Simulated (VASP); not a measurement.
CdSiN2:

```
Cd N Si
1.0
     3.03399    0.00000    0.00000
     0.00000    3.03399    0.00000
     0.00000    0.00000    5.11023
Cd N Si
1 2 1
Direct
  0.00000 0.00000 0.00000
  0.00000 0.50000 0.31974
  0.50000 0.00000 0.68026
  0.50000 0.50000 0.50000
```

Base run:

| Property | Result |
| --- | --- |
| Program | VASP 6.6.1 |
| Functional | r2SCAN |
| Potentials or basis | VASP PAW PBE potentials, release 64 (Cd, N, Si) |
| Cutoff | 520 eV |
| k mesh | 8 × 8 × 4 |
| Occupations | gaussian, width 0.01 eV |
| Spin | no spin polarisation |

Its results: band gap on the k mesh 1.55 eV, indirect (least direct gap 1.58 eV); electronic dielectric tensor (diagonal) 5.42, 5.42, 6.01.

**Question.** The run is repeated on the same cell with these changes: functional from r2SCAN to PBE. What comes out?

**Answer.** Band gap on the k mesh 1.18 eV, indirect (least direct gap 1.22 eV); electronic dielectric tensor (diagonal) 6.48, 6.48, 6.55.

r2SCAN gives the wider gap, since meta-GGAs in the generalised Kohn-Sham scheme recover part of the derivative discontinuity.

A k mesh can miss the band edges.
